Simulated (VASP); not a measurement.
W, 1 atom in the cell. It takes space group Im-3m (No. 229, cubic). Conventional cell: a = 3.150 Å, b = 3.150 Å, c = 3.150 Å, α = 90.00°, β = 90.00°, γ = 90.00°. W (site symmetry m-3m) has 14 W at 2.73 to 3.15 Å within 3.6 Å. 

* Program: VASP 6.6.1
* Task: single point
* Functional: r2SCAN
* Potentials or basis: VASP PAW PBE potentials, release 64 (W_sv)
* Cutoff: 520 eV
* k mesh: 18 × 18 × 18
* Occupations: gaussian, width 0.05 eV
* Spin: no spin polarisation
* Dipole correction: no
* Further INCAR settings: ALGO = Normal; EDIFF = 1e-06; NBANDS = 13

Potentials or basis: VASP PAW PBE potentials, release 64 (W_sv).

Command:

```console
$ cat potpaw_PBE.64/W_sv/POTCAR > POTCAR
$ cp INCAR.step1 INCAR
$ mpirun -np 1 vasp_std > vasp.out
$ cp INCAR.step2 INCAR
$ mpirun -np 1 vasp_std > vasp.out
```

Hardware: 1 thread of Intel(R) Xeon(R) Platinum 8375C CPU @ 2.90GHz (Ice Lake), with other jobs on the host.

Task: How long does it take, and how much memory?

Result: It took 99 s on 1 thread of Intel(R) Xeon(R) Platinum 8375C CPU @ 2.90GHz (Ice Lake), on a shared host, peak memory 0.15 GiB. Counts: k points 195.
